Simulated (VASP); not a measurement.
# SiSn5 (P6/mmm) in VASP: relaxation of cell and atoms with PBE

Aim: the relaxation of cell and atoms of SiSn5 with PBE.

Everything below comes from runs of VASP 6.6.1. Logs are shortened: lines on timing, memory, paths and dates and some standing lists are left out, and cuts for length are marked.

## (1) The cell of the first run

The structure is hexagonal, space group P6/mmm (No. 191). The conventional cell has a = 3.179 Å, b = 3.179 Å, c = 18.262 Å, α = 90.00°, β = 90.00°, γ = 120.00°. Within 3.7 Å of Si (site symmetry 6/mmm) lie 2 Sn at 2.78 Å and 6 Si at 3.18 Å. Sn (site symmetry 6mm) has 1 Si at 2.78 Å and 7 Sn at 3.14 to 3.18 Å within 3.7 Å. Sn (site symmetry 6mm) has 8 Sn at 3.14 to 3.20 Å within 4.1 Å. Sn (site symmetry 6/mmm) has 8 Sn at 3.18 to 3.20 Å within 4.2 Å.

## (2) Relaxation of cell and atoms, PBE

File INCAR:

```
  PREC = Accurate
  ENCUT = 600
  EDIFF = 1E-6
  ISMEAR = 0
  SIGMA = 0.1
  LREAL = F
  LASPH = T
  NELM = 80
  ALGO = Fast
  ISIF = 3
  LWAVE = F
  LCHARG = F
  GGA = PE
  IBRION = 2
  NSW = 100
  EDIFFG = -0.01
```

File KPOINTS:

```
Automatic mesh
0
Gamma
  12 12 2
```

File POSCAR:

```
SiSn5
1.0
    3.1793988353      0.0000000000      0.0000000000
   -1.5896994177      2.7534401601      0.0000000000
    0.0000000000      0.0000000000     18.2620704781
Si Sn
1 5
Direct
    0.0000000000      0.0000000000      0.0000000000
    0.0000000000      0.0000000000      0.8475374509
    0.0000000000      0.0000000000      0.1524625491
    0.0000000000      0.0000000000      0.3246651356
    0.0000000000      0.0000000000      0.5000000000
    0.0000000000      0.0000000000      0.6753348644
```

Potentials or basis: VASP PAW PBE potentials, release 64 (Si, Sn_d).

Started as:

```sh
cat potpaw_PBE.64/Si/POTCAR potpaw_PBE.64/Sn_d/POTCAR > POTCAR
mpirun -np 1 vasp_std > vasp.out
```

OUTCAR:

```text
PREC = Accurate
   ENCUT = 600
   EDIFF = 1E-6
   ISMEAR = 0
   LREAL = F
   LASPH = T
   NELM = 80
   ISIF = 3
   GGA = PE
   IBRION = 2
   NSW = 100
   EDIFFG = -0.01

 ion  position               nearest neighbor table
   1  0.000  0.000  0.000-   2 2.78   3 2.78
   2  0.000  0.000  0.848-   1 2.78   6 3.14
   3  0.000  0.000  0.152-   1 2.78   4 3.14
   4  0.000  0.000  0.325-   3 3.14   5 3.20
   5  0.000  0.000  0.500-   4 3.20   6 3.20
   6  0.000  0.000  0.675-   2 3.14   5 3.20

  LATTYP: Found a hexagonal cell.
 ALAT       =     3.1793988353
 C/A-ratio  =     5.7438753123

  Lattice vectors:

 A1 = (   3.1793988353,   0.0000000000,   0.0000000000)
 A2 = (  -1.5896994177,   2.7534401601,   0.0000000000)
 A3 = (   0.0000000000,   0.0000000000,  18.2620704781)

Analysis of symmetry for initial positions (statically):
=====================================================================
 Subroutine PRICEL returns:
 Original cell was already a primitive cell.

 Routine SETGRP: Setting up the symmetry group for a
 hexagonal supercell.

 Subroutine GETGRP returns: Found 24 space group operations
 (whereof 24 operations were pure point group operations)
 out of a pool of 24 trial point group operations.

The static configuration has the point symmetry D_6h.

Analysis of symmetry for dynamics (positions and initial velocities):
=====================================================================
 Subroutine PRICEL returns:
 Original cell was already a primitive cell.

 Routine SETGRP: Setting up the symmetry group for a
 hexagonal supercell.

 Subroutine GETGRP returns: Found 24 space group operations
 (whereof 24 operations were pure point group operations)
 out of a pool of 24 trial point group operations.

The dynamic configuration has the point symmetry D_6h.

 Subroutine INISYM returns: Found 24 space group operations
 (whereof 24 operations are pure point group operations),
 and found     1 'primitive' translations

----------------------------------------------------------------------------------------

                                     Primitive cell

  volume of cell :     159.8714

  direct lattice vectors                    reciprocal lattice vectors
     3.179398835  0.000000000  0.000000000     0.314524868  0.181591017  0.000000000
    -1.589699418  2.753440160  0.000000000     0.000000000  0.363182035  0.000000000
     0.000000000  0.000000000 18.262070478     0.000000000  0.000000000  0.054758304

  length of vectors
     3.179398835  3.179398835 18.262070478     0.363182035  0.363182035  0.054758304

  position of ions in fractional coordinates (direct lattice)
     0.000000000  0.000000000  0.000000000
     0.000000000  0.000000000  0.847537451
     0.000000000  0.000000000  0.152462549
     0.000000000  0.000000000  0.324665136
     0.000000000  0.000000000  0.500000000
     0.000000000  0.000000000  0.675334864

  ion indices of the primitive-cell ions
   primitive index   ion index
                 1           1
                 2           2
                 3           3
                 4           4
                 5           5
                 6           6

----------------------------------------------------------------------------------------

 KPOINTS: Automatic mesh

Automatic generation of k-mesh.
 Grid dimensions read from file:
 generate k-points for:   12   12    2

 Generating k-lattice:

  Cartesian coordinates                     Fractional coordinates (reciprocal lattice)
     0.026210406  0.015132585  0.000000000     0.083333333 -0.000000000  0.000000000
     0.000000000  0.030265170  0.000000000     0.000000000  0.083333333  0.000000000
     0.000000000  0.000000000  0.027379152     0.000000000  0.000000000  0.500000000

  Length of vectors
     0.030265170  0.030265170  0.027379152

  Shift w.r.t. Gamma in fractional coordinates (k-lattice)
     0.000000000  0.000000000  0.000000000

 Subroutine IBZKPT returns following result:
 ===========================================

 Found     38 irreducible k-points:

 Following reciprocal coordinates:
            Coordinates               Weight
  0.000000  0.000000  0.000000      1.000000
  0.083333  0.000000  0.000000      6.000000
  0.166667  0.000000  0.000000      6.000000
  0.250000  0.000000  0.000000      6.000000
  0.333333  0.000000  0.000000      6.000000
  0.416667  0.000000  0.000000      6.000000
[... 16 lines left out ...]
  0.250000  0.000000  0.500000      6.000000
  0.333333  0.000000  0.500000      6.000000
 [... further k-points ...]
   k-points           NKPTS =     38   k-points in BZ     NKDIM =     38   number of bands    NBANDS=     44
   number of dos      NEDOS =    301   number of ions     NIONS =      6
   total plane-waves  NPLWV = 117600
   dimension x,y,z NGX =    28 NGY =   28 NGZ =  150
   dimension x,y,z NGXF=    56 NGYF=   56 NGZF=  300
   ions per type =               1   5
   NGX,Y,Z   is equivalent  to a cutoff of  14.64, 14.64, 13.66 a.u.
   NGXF,Y,Z  is equivalent  to a cutoff of  29.28, 29.28, 27.31 a.u.
 SYSTEM =  unknown system
   PREC   = accura    normal or accurate (medium, high low for compatibility)
   ISTART =      0    job   : 0-new  1-cont  2-samecut
   ICHARG =      2    charge: 1-file 2-atom 10-const
   ISPIN  =      1    spin polarized calculation?
   LNONCOLLINEAR =      F non collinear calculations
   LSORBIT =      F    spin-orbit coupling
   LASPH  =      T    aspherical Exc in radial PAW
   ENCUT  =  600.0 eV  44.10 Ry    6.64 a.u.   6.35  6.35 36.47*2*pi/ulx,y,z
   NELM   =     80;   NELMIN=  2; NELMDL= -5     # of ELM steps
   EDIFF  = 0.1E-05   stopping-criterion for ELM
   LREAL  =      F    real-space projection
   EDIFFG = -.1E-01   stopping-criterion for IOM
   NSW    =    100    number of steps for IOM
   IBRION =      2    ionic relax: 0-MD 1-quasi-New 2-CG
   NFREE  =      1    steps in history (QN), initial steepest desc. (CG)
   ISIF   =      3    stress and relaxation
   ISYM   =      2    0-nonsym 1-usesym 2-fastsym
   POTIM  = 0.5000    time-step for ionic-motion
   TEBEG  =    0.0;   TEEND  =   0.0 temperature during run
   PSTRESS=    0.0 pullay stress
   NELECT =      74.0000    total number of electrons
   NUPDOWN=      -1.0000    fix difference up-down
   EMIN   =  10.00;   EMAX   =-10.00  energy-range for DOS
   EFERMI =   0.00;   METHOD = LEGACY
   ISMEAR =     0;   SIGMA  =   0.10  broadening in eV -4-tet -1-fermi 0-gaus
   EFERMI_NEDOS =   21; number of points for ismear=-14 and -15
   IALGO  =     68    algorithm
   IMIX   =      4    mixing-type and parameters
     AMIX     =   0.40;   BMIX     =  1.00
     AMIX_MAG =   1.60;   BMIX_MAG =  1.00
  volume/ion in A,a.u.               =      26.65       179.81
  Fermi-wavevector in a.u.,A,eV,Ry     =   1.266374  2.393099 21.819692  1.603702
  Thomas-Fermi vector in A             =   2.399578
   LORBIT       =      0    0 simple, 1 ext, 2 COOP (PROOUT), +10 PAW based schemes
   GGA     = PE    functional components
   LHFCALC =     F    Hartree Fock is set to
   AEXX    =    0.0000 exact exchange contribution
   IVDW    =     0    specifies the selected vdW correction
   LEPSILON=     F    determine dielectric tensor
   LRPA    =     F    only Hartree local field effects (RPA)
 conjugate gradient relaxation of ions
 non-spin polarized calculation
 RMM-DIIS sequential band-by-band and
 Gauss-broadening in eV      SIGMA  =   0.10
  energy-cutoff  :      600.00
  volume of cell :      159.87
 maximum number of plane-waves:      5369
 NGX is ok and might be reduce to    28
   NGX = 13   NGY = 13   NGZ = 73

--------------------------------------- Ionic step        1  -------------------------------------------

 number of electron      74.0000017 magnetization

 Free energy of the ion-electron system (eV)
  ---------------------------------------------------
  ext. energy  EPLUGINS =         0.00000000
  ---------------------------------------------------
  free energy    TOTEN  =       -23.39429812 eV

  energy without entropy =      -23.37932276  energy(sigma->0) =      -23.38681044

------------------------ aborting loop because EDIFF is reached ----------------------------------------

  FORCE on cell =-STRESS in cart. coord.  units (eV):
  Direction    XX          YY          ZZ          XY          YZ          ZX
  --------------------------------------------------------------------------------------
  -------------------------------------------------------------------------------------
  Total        0.8792725      0.8792725     -2.0170949     -0.0000000      0.0000000      0.0000000
  in kB        8.8117753      8.8117753    -20.2146506     -0.0000000      0.0000000      0.0000000
  external PRESSURE =      -0.8637000 kB  Pullay stress =       0.0000000 kB
[... 101 lines left out ...]
  FREE ENERGIE OF THE ION-ELECTRON SYSTEM (eV)
  ---------------------------------------------------
  free  energy   TOTEN  =       -23.4189293250 eV

  energy  without entropy=      -23.4062935076  energy(sigma->0) =      -23.41261142

[... ionic steps 4 to 11 ...]

--------------------------------------- Ionic step       12  -------------------------------------------

 number of electron      73.9999995 magnetization

------------------------ aborting loop because EDIFF is reached ----------------------------------------

  FORCE on cell =-STRESS in cart. coord.  units (eV):
  Direction    XX          YY          ZZ          XY          YZ          ZX
  --------------------------------------------------------------------------------------
  -------------------------------------------------------------------------------------
  Total        0.0084710      0.0084710      0.0521425     -0.0000000      0.0000000      0.0000000
  in kB        0.0851547      0.0851547      0.5241604     -0.0000000      0.0000000      0.0000000
  external PRESSURE =       0.2314900 kB  Pullay stress =       0.0000000 kB
[... 65 lines left out ...]
  energy  without entropy=      -23.4125146459  energy(sigma->0) =      -23.42007187

--------------------------------------- Ionic step       14  -------------------------------------------

 number of electron      73.9999995 magnetization

 Free energy of the ion-electron system (eV)
  ---------------------------------------------------
  ext. energy  EPLUGINS =         0.00000000
  ---------------------------------------------------
  free energy    TOTEN  =       -23.42763823 eV

  energy without entropy =      -23.41255249  energy(sigma->0) =      -23.42009536

 E-fermi :   7.5019     XC(G=0): -10.1386

 val. band max:        7.4882094580   @ k =   0.1667   0.0000   0.5000
 cond. band min:       7.5333063054   @ k =   0.3333   0.2500   0.5000
 fundamental gap:      0.0450968474
 Fermi energy:         7.5019064762

 k-point     1 :       0.0000    0.0000    0.0000
  band No.  band energies     occupation
      1     -14.1496      2.00000
      2     -14.1109      2.00000
      3     -14.0578      2.00000
      4     -14.0578      2.00000
      5     -14.0578      2.00000
      6     -14.0578      2.00000
[... 1117 lines left out ...]
     43      11.7740      0.00000
     44      12.3813      0.00000

 [... further k-points ...]

------------------------ aborting loop because EDIFF is reached ----------------------------------------

  FORCE on cell =-STRESS in cart. coord.  units (eV):
  Direction    XX          YY          ZZ          XY          YZ          ZX
  --------------------------------------------------------------------------------------
  -------------------------------------------------------------------------------------
  Total       -0.0365201     -0.0365201     -0.0144283      0.0000000      0.0000000      0.0000000
  in kB       -0.3669002     -0.3669002     -0.1449544      0.0000000      0.0000000      0.0000000
  external PRESSURE =      -0.2929183 kB  Pullay stress =       0.0000000 kB
[... 21 lines left out ...]
  FREE ENERGIE OF THE ION-ELECTRON SYSTEM (eV)
  ---------------------------------------------------
  free  energy   TOTEN  =       -23.4276382291 eV

  energy  without entropy=      -23.4125524937  energy(sigma->0) =      -23.42009536

 reached required accuracy - stopping structural energy minimisation
```

It took 29 min on 1 thread of Intel Xeon 6975P-C (Granite Rapids), shared host; peak memory 0.54 GiB.

Results:

```yaml
Free_energy: -23.4276 eV
Relaxed_volume: 26.58 Å³/atom
Relaxed_cell: a = 3.206 Å, b = 3.206 Å, c = 17.911 Å, α = 90.00°, β = 90.00°, γ = 120.00°
Space_group_after_relaxing_to_0.1_Å: P6/mmm (No. 191)
Energy_gained_by_relaxing: 5.6 meV/atom
Ionic_steps: 14
Pressure_after_relaxing: 0.0 GPa
Largest_force_after_relaxing: 0.009 eV/Å
```

Forces in eV/Å, atoms in the order of the input:
```
Si   0.000  0.000  0.000
Sn   0.000  0.000  0.009
Sn   0.000  0.000 -0.009
Sn   0.000  0.000  0.005
Sn   0.000  0.000  0.000
Sn   0.000  0.000 -0.005
```

Step by step:
```
step  energy change (eV)  largest force (eV/Å)  pressure (GPa)  volume (Å³)
   1              0.0000                0.0892           -0.09       159.87
   2             -0.0246                0.0993            0.02       159.51
   3             -0.0246                0.0990            0.03       159.49
   4             -0.0246                0.1020            0.05       159.46
   5             -0.0246                0.1040            0.04       159.48
   6             -0.0265                0.0920            0.02       159.61
   7             -0.0304                0.0648           -0.10       160.02
   8             -0.0310                0.0386           -0.46       160.83
   9             -0.0319                0.0350           -0.36       160.49
  10             -0.0330                0.0191           -0.18       159.88
  11             -0.0333                0.0175           -0.02       159.41
  12             -0.0333                0.0176            0.02       159.38
  13             -0.0333                0.0108           -0.01       159.43
  14             -0.0333                0.0092           -0.03       159.48
```

Final structure:
```cif
data_structure
_symmetry_space_group_name_H-M 'P 1'
_symmetry_Int_Tables_number 1
_cell_length_a 3.2065
_cell_length_b 3.2065
_cell_length_c 17.9105
_cell_angle_alpha 90.000
_cell_angle_beta 90.000
_cell_angle_gamma 120.000
_cell_volume 159.48
loop_
_atom_site_label
_atom_site_type_symbol
_atom_site_fract_x
_atom_site_fract_y
_atom_site_fract_z
_atom_site_occupancy
Si1 Si 0.00000 0.00000 0.00000 1
Sn1 Sn 0.00000 0.00000 0.84506 1
Sn2 Sn 0.00000 0.00000 0.15494 1
Sn3 Sn 0.00000 0.00000 0.32771 1
Sn4 Sn 0.00000 0.00000 0.50000 1
Sn5 Sn 0.00000 0.00000 0.67229 1
```

Levels at points of the mesh, in eV from the Fermi level:
```
           k point  band 33  band 34  band 35  band 36  band 37  band 38  band 39  band 40  band 41  band 42
(0.00, 0.00, 0.00)    -2.53    -2.40     1.63     1.81     5.44     5.44     5.57     7.52     7.52     7.73
(0.50, 0.00, 0.00)    -4.16    -3.45    -3.16    -2.89    -1.94    -1.68     0.92     1.25     2.81     3.03
(0.00, 0.00, 0.50)    -4.04    -0.50    -0.46     3.68     4.40     5.44     5.44     7.43     7.43     8.02
(0.50, 0.00, 0.50)    -4.05    -3.74    -3.60    -2.58    -2.05    -0.88    -0.50     2.81     3.03     3.21
```

Caveat: the highest band is partly filled, so the run has too few bands; spin-orbit coupling is left out, which moves the levels of the heavy elements.
